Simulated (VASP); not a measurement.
Runs of VASP 6.6.1 on HfC. It takes space group Fm-3m (No. 225, cubic). The conventional cell has a = 4.634 Å, b = 4.634 Å, c = 4.634 Å, α = 90.00°, β = 90.00°, γ = 90.00°. Hf (site symmetry m-3m) has 6 C at 2.32 Å within 3.1 Å. Within 3.1 Å of C (site symmetry m-3m) lie 6 Hf at 2.32 Å. 

| task | level | potentials or basis | spin | gap on the mesh (eV) | pressure (GPa) |
| --- | --- | --- | --- | --- | --- |
| single point | LDA | VASP PAW LDA potentials, release 64 (Hf_pv, C) | non-collinear, zero start, SOC | - | (b) |
| single point | LDA | VASP PAW LDA potentials, release 64 (Hf_pv, C) | off | none | -9.4 |
| electric field gradients | PBEsol | VASP PAW PBE potentials, release 64 (Hf_pv, C) | off | none | -4.7 |
| electric field gradients | PBE | VASP PAW PBE potentials, release 64 (Hf_pv, C) | off | none | (a) |
| electric field gradients | r2SCAN | VASP PAW PBE potentials, release 64 (Hf_pv, C) | off | none | 0.0 |

Alike in all rows: cell as given; k mesh 14 × 14 × 14; cutoff (eV) 520; smearing fermi-dirac 0.05 eV.

Question: Estimate the missing entries.

Answer: (a) 2.0; (b) -9.5.

Caveats: spin-orbit coupling is left out, which moves the levels of the heavy elements (at least some runs); the cell stands under tension (at least some runs); the PAW data sets were made with another functional, which shifts forces and pressure a little (at least some runs).

A k mesh can miss the band edges, and rows without SOC leave out spin-orbit coupling on Hf.

A gap of «none» marks levels without a gap at the run's occupations.
